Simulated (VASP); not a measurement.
Set up this calculation in VASP 6.6.1, as the native input.

| Quantity | Value |
| --- | --- |
| Task | relaxation of shape and atoms at fixed volume |
| Functional | r2SCAN |
| Potentials or basis | VASP PAW PBE potentials, release 64 (Hf_pv, O) |
| Cutoff | 600 eV |
| k mesh | 6 × 6 × 8 |
| Occupations | gaussian, width 0.02 eV |
| Spin | no spin polarisation |
| Dipole correction | no |
| Further INCAR settings | ALGO = Normal; EDIFF = 1e-06; IBRION = 2; EDIFFG = -0.01; NSW = 50; ISIF = 4 |

HfO2:

```
CELL_PARAMETERS angstrom
5.01370 0.00000 0.00000
0.00000 5.01370 0.00000
0.00000 0.00000 3.29873
ATOMIC_POSITIONS crystal
Hf 0.00000 0.00000 0.00000
Hf 0.50000 0.50000 0.50000
O 0.19375 0.80625 0.50000
O 0.30625 0.30625 0.00000
O 0.69375 0.69375 0.00000
O 0.80625 0.19375 0.50000
```

These files were run (other wordings do the same):

POSCAR

```
HfO2
1.0
    5.0136984879      0.0000000000      0.0000000000
    0.0000000000      5.0136984879      0.0000000000
    0.0000000000      0.0000000000      3.2987343281
Hf O
2 4
Direct
    0.0000000000      0.0000000000      0.0000000000
    0.5000000000      0.5000000000      0.5000000000
    0.1937523359      0.8062476641      0.5000000000
    0.3062476641      0.3062476641      0.0000000000
    0.6937523359      0.6937523359      0.0000000000
    0.8062476641      0.1937523359      0.5000000000
```

INCAR.step1

```
SYSTEM = HfO2
ALGO = Normal
EDIFF = 1E-4
ENCUT = 600
GGA = PE
ISMEAR = 0
LASPH = .TRUE.
LCHARG = .FALSE.
LREAL = .FALSE.
LWAVE = .TRUE.
NELM = 80
PREC = Accurate
SIGMA = 0.02
```

INCAR.step2

```
SYSTEM = HfO2
ALGO = Normal
EDIFF = 1E-6
EDIFFG = -0.01
ENCUT = 600
IBRION = 2
ISIF = 4
ISMEAR = 0
ISTART = 1
LASPH = .TRUE.
LCHARG = .FALSE.
LMIXTAU = .TRUE.
LREAL = .FALSE.
LWAVE = .FALSE.
METAGGA = R2SCAN
NELM = 80
NSW = 50
PREC = Accurate
SIGMA = 0.02
```

KPOINTS

```
k-points
0
G
  6 6 8
  0 0 0
```

Potentials or basis: VASP PAW PBE potentials, release 64 (Hf_pv, O).

Command:

```console
$ cat potpaw_PBE.64/Hf_pv/POTCAR potpaw_PBE.64/O/POTCAR > POTCAR
$ cp INCAR.step1 INCAR
$ mpirun -np 1 vasp_std > vasp.out
$ cp INCAR.step2 INCAR
$ mpirun -np 1 vasp_std > vasp.out
```

It gave:

```json
{"Energy gained by relaxing": "2.1 meV/atom", "Ionic steps": "4", "Pressure after relaxing": "-19.5 GPa", "Largest force after relaxing": "0.009 eV/Å", "Band gap on the k mesh": "4.26 eV"}
```

Caveat: the PAW data sets were made with another functional, which shifts forces and pressure a little; spin-orbit coupling is left out, which moves the levels of the heavy elements.

Wall time 35 min on 1 thread of Oxide Virtual Turin-like Processor (shared host), peak memory 0.27 GiB.
